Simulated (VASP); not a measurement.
Ti3Se:

```
Se Ti
1.0
     3.19745    0.00000    0.00000
    -1.59872    2.76907    0.00000
     0.00000    0.00000    7.94275
Se Ti
1 3
Direct
  0.00000 0.00000 0.00000
  0.66667 0.33333 0.50000
  0.33333 0.66667 0.77290
  0.33333 0.66667 0.22710
```

Base run:

| Property | Result |
| --- | --- |
| Program | VASP 6.6.1 |
| Functional | r2SCAN |
| Potentials or basis | VASP PAW PBE potentials, release 64 (Se, Ti_sv) |
| Cutoff | 520 eV |
| k mesh | 10 × 10 × 4 |
| Occupations | fermi-dirac, width 0.05 eV |
| Spin | no spin polarisation |

Its results: band gap on the k mesh zero (band 21 reaches 8.59 eV, above the bottom of band 22 at 7.94 eV); pressure -0.3 GPa; largest force 0.044 eV/Å.

The run is repeated on the same cell with these changes: functional from r2SCAN to PBE. What comes out?

Band gap on the k mesh zero (band 21 reaches 8.46 eV, above the bottom of band 22 at 7.90 eV); pressure 0.2 GPa; largest force 0.043 eV/Å.

Caveats: the PAW data sets were made with another functional, which shifts forces and pressure a little (some runs).
